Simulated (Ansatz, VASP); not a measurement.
# One calculation of B2O, two programs

```xyz
6
Lattice="2.3749 0.0000 0.0000 -1.1874 2.0567 0.0000 0.0000 0.0000 9.7844" Properties=species:S:1:pos:R:3 pbc="T T T"
B     0.0000    0.0000    4.0106
B     0.0000    0.0000    5.7737
B     1.1874    0.6856    0.2871
B     0.0000    1.3711    9.4973
O     1.1874    0.6856    3.4498
O     0.0000    1.3711    6.3346
```

Alike in both runs: task single point; functional PBE; dispersion D3(BJ); k mesh 21 × 21 × 6; occupations gaussian, width 0.15 eV; no spin polarisation.

|  | VASP | Ansatz |
| --- | --- | --- |
| version | VASP 6.6.1 | Ansatz 0.2.0 |
| potentials or method | VASP PAW PBE potentials, release 64 (B, O), cutoff 520 eV | scalar-relativistic, plane waves, PAW |
| valence electrons in the cell | 24 | 24 |

|  | VASP | Ansatz | Ansatz less VASP |
| --- | --- | --- | --- |
| gap on the k mesh at the Fermi level (eV) | none | none | - |
| rms of the force components (eV/Å) | 1.079 | 1.075 | -0.0043 |

Atom by atom the forces differ by 0.008 eV/Å (rms over components). A gap of «none» marks a metal or a gap that the smearing closes.
